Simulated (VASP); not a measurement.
# TiO2 (P4_2/mnm) in VASP: single point with PBE

Aim: the single point of TiO2 with PBE.

Everything below comes from runs of VASP 6.6.1. Logs are shortened: lines on timing, memory, paths and dates and some standing lists are left out, and cuts for length are marked.

### Step 1. The cell of the first run

The structure is tetragonal, space group P4_2/mnm (No. 136). The conventional cell has a = 4.643 Å, b = 4.643 Å, c = 2.964 Å, α = 90.00°, β = 90.00°, γ = 90.00°. Within 2.6 Å of Ti (site symmetry mmm) lie 6 O at 1.96 to 2.00 Å. Within 2.6 Å of O (site symmetry m2m) lie 3 Ti at 1.96 to 2.00 Å and 1 O at 2.56 Å.

### Step 2. Single point, PBE

Contents of INCAR:

```
PREC     = Accurate       # precision mode
ENCUT    = 520            # plane-wave cutoff, eV
EDIFF    = 1E-6           # SCF threshold, eV
ISMEAR   = 0              # smearing method
SIGMA    = 0.02           # smearing width, eV
LREAL    = False          # projectors in reciprocal space
LASPH    = True           # aspherical terms in the spheres
NELM     = 100            # most SCF steps
ALGO     = Normal         # electronic algorithm
ISIF     = 2              # what is computed and relaxed
LWAVE    = False          # write WAVECAR
LCHARG   = True           # write CHGCAR
GGA      = PE             # functional
LELF     = True           # ELF
LVHAR    = True         
NBANDS   = 33             # bands
```

Contents of KPOINTS:

```
regular mesh
0
Gamma
  6 6 10
```

Contents of POSCAR:

```
TiO2
1.0
    4.6433175447      0.0000000000      0.0000000000
    0.0000000000      4.6433175447      0.0000000000
    0.0000000000      0.0000000000      2.9638680014
Ti O
2 4
Direct
    0.5000000000      0.5000000000      0.0000000000
    0.0000000000      0.0000000000      0.5000000000
    0.6948714494      0.6948714494      0.5000000000
    0.8051285506      0.1948714494      0.0000000000
    0.1948714494      0.8051285506      0.0000000000
    0.3051285506      0.3051285506      0.5000000000
```

Potentials or basis: VASP PAW PBE potentials, release 64 (Ti_sv, O).

Started as:

```bash
> cat potpaw_PBE.64/Ti_sv/POTCAR potpaw_PBE.64/O/POTCAR > POTCAR
> mpirun -np 1 vasp_std > vasp.out
```

OUTCAR:

```text
PREC = Accurate
   ENCUT = 520
   EDIFF = 1E-6
   ISMEAR = 0
   LREAL = False
   LASPH = True
   NELM = 100
   ISIF = 2
   GGA = PE

 ion  position               nearest neighbor table
   1  0.500  0.500  0.000-   3 1.96   6 1.96   3 1.96   6 1.96   5 2.00   4 2.00
   2  0.000  0.000  0.500-   4 1.96   5 1.96   4 1.96   5 1.96   3 2.00   6 2.00
   3  0.695  0.695  0.500-   1 1.96   1 1.96   2 2.00
   4  0.805  0.195  0.000-   2 1.96   2 1.96   1 2.00
   5  0.195  0.805  0.000-   2 1.96   2 1.96   1 2.00
   6  0.305  0.305  0.500-   1 1.96   1 1.96   2 2.00

  LATTYP: Found a simple tetragonal cell.
 ALAT       =     4.6433175447
 C/A-ratio  =     0.6383082727

  Lattice vectors:

 A1 = (   4.6433175447,   0.0000000000,   0.0000000000)
 A2 = (   0.0000000000,   4.6433175447,   0.0000000000)
 A3 = (   0.0000000000,   0.0000000000,   2.9638680014)

Analysis of symmetry for initial positions (statically):
=====================================================================
 Subroutine PRICEL returns:
 Original cell was already a primitive cell.

 Routine SETGRP: Setting up the symmetry group for a
 simple tetragonal supercell.

 Subroutine GETGRP returns: Found 16 space group operations
 (whereof  8 operations were pure point group operations)
 out of a pool of 16 trial point group operations.

The static configuration has the point symmetry D_2h.
 The point group associated with its full space group is D_4h.

Analysis of symmetry for dynamics (positions and initial velocities):
=====================================================================
 Subroutine PRICEL returns:
 Original cell was already a primitive cell.

 Routine SETGRP: Setting up the symmetry group for a
 simple tetragonal supercell.

 Subroutine GETGRP returns: Found 16 space group operations
 (whereof  8 operations were pure point group operations)
 out of a pool of 16 trial point group operations.

The dynamic configuration has the point symmetry D_2h.
 The point group associated with its full space group is D_4h.

 Subroutine INISYM returns: Found 16 space group operations
 (whereof  8 operations are pure point group operations),
 and found     1 'primitive' translations

----------------------------------------------------------------------------------------

                                     Primitive cell

  volume of cell :      63.9022

  direct lattice vectors                    reciprocal lattice vectors
     4.643317545  0.000000000  0.000000000     0.215363259  0.000000000  0.000000000
     0.000000000  4.643317545  0.000000000     0.000000000  0.215363259  0.000000000
     0.000000000  0.000000000  2.963868001     0.000000000  0.000000000  0.337396942

  length of vectors
     4.643317545  4.643317545  2.963868001     0.215363259  0.215363259  0.337396942

  position of ions in fractional coordinates (direct lattice)
     0.500000000  0.500000000  0.000000000
     0.000000000  0.000000000  0.500000000
     0.694871449  0.694871449  0.500000000
     0.805128551  0.194871449  0.000000000
     0.194871449  0.805128551  0.000000000
     0.305128551  0.305128551  0.500000000

  ion indices of the primitive-cell ions
   primitive index   ion index
                 1           1
                 2           2
                 3           3
                 4           4
                 5           5
                 6           6

----------------------------------------------------------------------------------------

 KPOINTS: regular mesh

Automatic generation of k-mesh.
 Grid dimensions read from file:
 generate k-points for:    6    6   10

 Generating k-lattice:

  Cartesian coordinates                     Fractional coordinates (reciprocal lattice)
     0.035893877  0.000000000  0.000000000     0.166666667  0.000000000  0.000000000
     0.000000000  0.035893877  0.000000000     0.000000000  0.166666667  0.000000000
     0.000000000  0.000000000  0.033739694     0.000000000  0.000000000  0.100000000

  Length of vectors
     0.035893877  0.035893877  0.033739694

  Shift w.r.t. Gamma in fractional coordinates (k-lattice)
     0.000000000  0.000000000  0.000000000

 Subroutine IBZKPT returns following result:
 ===========================================

 Found     60 irreducible k-points:

 Following reciprocal coordinates:
            Coordinates               Weight
  0.000000  0.000000  0.000000      1.000000
  0.166667  0.000000  0.000000      4.000000
  0.333333  0.000000  0.000000      4.000000
  0.500000  0.000000  0.000000      2.000000
  0.166667  0.166667  0.000000      4.000000
  0.333333  0.166667  0.000000      8.000000
[... 16 lines left out ...]
  0.333333  0.000000  0.200000      8.000000
  0.500000  0.000000  0.200000      4.000000
 [... further k-points ...]
   k-points           NKPTS =     60   k-points in BZ     NKDIM =     60   number of bands    NBANDS=     33
   number of dos      NEDOS =    301   number of ions     NIONS =      6
   total plane-waves  NPLWV =  31104
   dimension x,y,z NGX =    36 NGY =   36 NGZ =   24
   dimension x,y,z NGXF=    72 NGYF=   72 NGZF=   48
   ions per type =               2   4
   NGX,Y,Z   is equivalent  to a cutoff of  12.89, 12.89, 13.46 a.u.
   NGXF,Y,Z  is equivalent  to a cutoff of  25.78, 25.78, 26.92 a.u.
 SYSTEM =  unknown system
   PREC   = accura    normal or accurate (medium, high low for compatibility)
   ISTART =      0    job   : 0-new  1-cont  2-samecut
   ICHARG =      2    charge: 1-file 2-atom 10-const
   ISPIN  =      1    spin polarized calculation?
   LNONCOLLINEAR =      F non collinear calculations
   LSORBIT =      F    spin-orbit coupling
   LASPH  =      T    aspherical Exc in radial PAW
   ENCUT  =  520.0 eV  38.22 Ry    6.18 a.u.   8.63  8.63  5.51*2*pi/ulx,y,z
   NELM   =    100;   NELMIN=  2; NELMDL= -5     # of ELM steps
   EDIFF  = 0.1E-05   stopping-criterion for ELM
   LREAL  =      F    real-space projection
   EDIFFG = 0.1E-04   stopping-criterion for IOM
   NSW    =      0    number of steps for IOM
   IBRION =     -1    ionic relax: 0-MD 1-quasi-New 2-CG
   NFREE  =      0    steps in history (QN), initial steepest desc. (CG)
   ISIF   =      2    stress and relaxation
   ISYM   =      2    0-nonsym 1-usesym 2-fastsym
   POTIM  = 0.5000    time-step for ionic-motion
   TEBEG  =    0.0;   TEEND  =   0.0 temperature during run
   PSTRESS=    0.0 pullay stress
   NELECT =      48.0000    total number of electrons
   NUPDOWN=      -1.0000    fix difference up-down
   EMIN   =  10.00;   EMAX   =-10.00  energy-range for DOS
   EFERMI =   0.00;   METHOD = LEGACY
   ISMEAR =     0;   SIGMA  =   0.02  broadening in eV -4-tet -1-fermi 0-gaus
   EFERMI_NEDOS =   21; number of points for ismear=-14 and -15
   IALGO  =     38    algorithm
   IMIX   =      4    mixing-type and parameters
     AMIX     =   0.40;   BMIX     =  1.00
     AMIX_MAG =   1.60;   BMIX_MAG =  1.00
  volume/ion in A,a.u.               =      10.65        71.87
  Fermi-wavevector in a.u.,A,eV,Ry     =   1.488161  2.812217 30.131793  2.214624
  Thomas-Fermi vector in A             =   2.601231
   LORBIT       =      0    0 simple, 1 ext, 2 COOP (PROOUT), +10 PAW based schemes
   GGA     = PE    functional components
   LHFCALC =     F    Hartree Fock is set to
   AEXX    =    0.0000 exact exchange contribution
   IVDW    =     0    specifies the selected vdW correction
   LEPSILON=     F    determine dielectric tensor
   LRPA    =     F    only Hartree local field effects (RPA)
 non-spin polarized calculation
 Gauss-broadening in eV      SIGMA  =   0.02
  energy-cutoff  :      520.00
  volume of cell :       63.90
 maximum number of plane-waves:      1748
 NGX is ok and might be reduce to    36
   NGX = 17   NGY = 17   NGZ = 11

 number of electron      48.0000021 magnetization

 Free energy of the ion-electron system (eV)
  ---------------------------------------------------
  ext. energy  EPLUGINS =         0.00000000
  ---------------------------------------------------
  free energy    TOTEN  =       -53.67621792 eV

  energy without entropy =      -53.67621792  energy(sigma->0) =      -53.67621792

 E-fermi :   4.6970     XC(G=0): -11.2846

 val. band max:        4.5767675595   @ k =   0.0000   0.0000   0.0000
 cond. band min:       6.4120878545   @ k =   0.0000   0.0000   0.0000
 fundamental gap:      1.8353202951
 Fermi energy:         4.6969970913

 k-point     1 :       0.0000    0.0000    0.0000
  band No.  band energies     occupation
      1     -52.3821      2.00000
      2     -52.3673      2.00000
      3     -28.6689      2.00000
      4     -28.6689      2.00000
      5     -28.5190      2.00000
      6     -28.5190      2.00000
[... 25 lines left out ...]
     32      11.0480      0.00000
     33      11.0491      0.00000

 k-point     2 :       0.1667    0.0000    0.0000
  band No.  band energies     occupation
      1     -52.3811      2.00000
      2     -52.3683      2.00000
      3     -28.6612      2.00000
      4     -28.6605      2.00000
      5     -28.5284      2.00000
      6     -28.5276      2.00000
[... 25 lines left out ...]
     32      10.9622      0.00000
     33      10.9799      0.00000

 k-point     3 :       0.3333    0.0000    0.0000
  band No.  band energies     occupation
      1     -52.3784      2.00000
      2     -52.3709      2.00000
      3     -28.6408      2.00000
      4     -28.6391      2.00000
      5     -28.5514      2.00000
      6     -28.5497      2.00000
[... 25 lines left out ...]
     32      10.7911      0.00000
     33      10.8252      0.00000

 k-point     4 :       0.5000    0.0000    0.0000
  band No.  band energies     occupation
      1     -52.3746      2.00000
      2     -52.3746      2.00000
      3     -28.6239      2.00000
      4     -28.6239      2.00000
      5     -28.5675      2.00000
      6     -28.5675      2.00000
[... 25 lines left out ...]
     32      10.4550      0.00000
     33      10.7207      0.00000

 k-point     5 :       0.1667    0.1667    0.0000
  band No.  band energies     occupation
      1     -52.3802      2.00000
      2     -52.3691      2.00000
      3     -28.6716      2.00000
      4     -28.6380      2.00000
      5     -28.5521      2.00000
      6     -28.5174      2.00000
[... 604 lines left out ...]
 k-point    22 :       0.1667    0.0000    0.2000
  band No.  band energies     occupation
      1     -52.3665      2.00000
      2     -52.3561      2.00000
      3     -28.6381      2.00000
      4     -28.6241      2.00000
      5     -28.6086      2.00000
      6     -28.6054      2.00000
[... 25 lines left out ...]
     32      10.3501      0.00000
     33      10.5647      0.00000

 k-point    23 :       0.3333    0.0000    0.2000
  band No.  band energies     occupation
      1     -52.3643      2.00000
      2     -52.3583      2.00000
      3     -28.6393      2.00000
      4     -28.6209      2.00000
      5     -28.6026      2.00000
      6     -28.5899      2.00000
[... 25 lines left out ...]
     32       9.9607      0.00000
     33      10.5653      0.00000

 k-point    24 :       0.5000    0.0000    0.2000
  band No.  band energies     occupation
      1     -52.3613      2.00000
      2     -52.3613      2.00000
      3     -28.6319      2.00000
      4     -28.6319      2.00000
      5     -28.5862      2.00000
      6     -28.5862      2.00000
[... 25 lines left out ...]
     32       9.7625      0.00000
     33      10.9150      0.00000

 [... further k-points ...]
[... 5 lines left out ...]
  --------------------------------------------------------------------------------------
  -------------------------------------------------------------------------------------
  Total        0.2211921      0.2211921      0.3513558     -0.0000000      0.0000000      0.0000000
  in kB        5.5458047      5.5458047      8.8093141     -0.0000000      0.0000000      0.0000000
  external PRESSURE =       6.6336411 kB  Pullay stress =       0.0000000 kB

 VOLUME and BASIS-vectors are now :
 -----------------------------------------------------------------------------
  energy-cutoff  :      520.00
  volume of cell :       63.90
      direct lattice vectors                 reciprocal lattice vectors
     4.643317545  0.000000000  0.000000000     0.215363259  0.000000000  0.000000000
     0.000000000  4.643317545  0.000000000     0.000000000  0.215363259  0.000000000
     0.000000000  0.000000000  2.963868001     0.000000000  0.000000000  0.337396942

 POSITION                                       TOTAL-FORCE (eV/Angst)
 -----------------------------------------------------------------------------------
      2.32166      2.32166      0.00000         0.000000      0.000000     -0.000000
      0.00000      0.00000      1.48193         0.000000      0.000000     -0.000000
      3.22651      3.22651      1.48193         0.020348      0.020348     -0.000000
      3.73847      0.90485      0.00000        -0.020348      0.020348     -0.000000
      0.90485      3.73847      0.00000         0.020348     -0.020348     -0.000000
      1.41681      1.41681      1.48193        -0.020348     -0.020348      0.000000
 -----------------------------------------------------------------------------------
    total drift:                                0.000000      0.000000     -0.000000

  FREE ENERGIE OF THE ION-ELECTRON SYSTEM (eV)
  ---------------------------------------------------
  free  energy   TOTEN  =       -53.6762179165 eV

  energy  without entropy=      -53.6762179165  energy(sigma->0) =      -53.67621792
```

It took 2 min on 1 thread of Intel Xeon 6975P-C, shared host; peak memory 0.24 GiB.

Results:

| Quantity | Value |
| --- | --- |
| Free energy | -53.6762 eV |
| Pressure | 0.7 GPa |
| Largest force | 0.029 eV/Å |
| Band gap on the k mesh | 1.84 eV, direct |

Forces on the atoms (eV/Å):
```
Ti   0.000  0.000  0.000
Ti   0.000  0.000  0.000
O    0.020  0.020  0.000
O   -0.020  0.020  0.000
O    0.020 -0.020  0.000
O   -0.020 -0.020  0.000
```

Stress tensor (GPa, compression positive):
```
0.55 0.00 0.00
0.00 0.55 0.00
0.00 0.00 0.88
```

Levels at points of the mesh, in eV from the valence-band top:
| k point | band 22 | band 23 | band 24 | band 25 | band 26 | band 27 |
| --- | --- | --- | --- | --- | --- | --- |
| (0.00, 0.00, 0.00) | -0.43 | -0.43 | 0.00 | 1.84 | 2.12 | 2.39 |
| (0.50, 0.00, 0.00) | -1.55 | -0.71 | -0.71 | 2.48 | 2.48 | 2.95 |
| (0.50, 0.50, 0.00) | -1.24 | -1.04 | -1.04 | 1.87 | 1.87 | 2.48 |
| (0.00, 0.00, 0.50) | -2.23 | -1.40 | -1.40 | 2.88 | 2.88 | 3.14 |
| (0.50, 0.00, 0.50) | -1.99 | -0.98 | -0.98 | 1.88 | 1.88 | 3.16 |
| (0.50, 0.50, 0.50) | -1.21 | -0.67 | -0.67 | 2.53 | 2.53 | 3.15 |
